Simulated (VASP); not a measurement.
Wanted: the native input for a VASP 6.6.1 run.

| Quantity | Value |
| --- | --- |
| Task | single point |
| Functional | PBE |
| Potentials or basis | VASP PAW PBE potentials, release 64 (Y_sv, Al, C_h, N_h) |
| Cutoff | 1330 eV |
| k mesh | 6 × 6 × 6 |
| Occupations | gaussian, width 0.1 eV |
| Spin | no spin polarisation |
| Dipole correction | no |
| Further INCAR settings | ALGO = Normal; EDIFF = 1e-06; NBANDS = 36 |

The structure of YAlC4N4 lies in POSCAR:

```
YAlC4N4
1.0
    6.2413704187      0.0000000000      0.0000000000
    0.0000000000      6.2413704187      0.0000000000
    0.0000000000      0.0000000000      6.2413704187
Y Al C N
1 1 4 4
Direct
    0.5000000000      0.5000000000      0.5000000000
    0.0000000000      0.0000000000      0.0000000000
    0.1814699702      0.1814699702      0.1814699702
    0.1814699702      0.8185300298      0.8185300298
    0.8185300298      0.1814699702      0.8185300298
    0.8185300298      0.8185300298      0.1814699702
    0.2910474511      0.2910474511      0.2910474511
    0.2910474511      0.7089525489      0.7089525489
    0.7089525489      0.2910474511      0.7089525489
    0.7089525489      0.7089525489      0.2910474511
```

These files were run (other wordings do the same):

INCAR

```
SYSTEM = YAlC4N4
PREC = Accurate
ENCUT = 1330
EDIFF = 1E-6
ISMEAR = 0
SIGMA = 0.1
LREAL = .False.
LASPH = .True.
NELM = 120
ALGO = Normal
ISIF = 2
LWAVE = .False.
LCHARG = .False.
GGA = PE
NBANDS = 36
GGA_COMPAT = .False.
```

KPOINTS

```
regular mesh
0
Gamma
  6 6 6
  0 0 0
```

Potentials or basis: VASP PAW PBE potentials, release 64 (Y_sv, Al, C_h, N_h).

The run is started by

```console
$ cat potpaw_PBE.64/Y_sv/POTCAR potpaw_PBE.64/Al/POTCAR potpaw_PBE.64/C_h/POTCAR potpaw_PBE.64/N_h/POTCAR > POTCAR
$ mpirun -np 1 vasp_std > vasp.out
```

Results of the run:

The pressure is -0.1 GPa and the largest force is 0.024 eV/Å. The band gap on the k mesh is zero (bands 25 and 26 overlap by 0.15 eV).

Wall time 9.3 min on 1 thread of Intel(R) Xeon(R) 6975P-C (Granite Rapids) (shared host), peak memory 1.4 GiB.
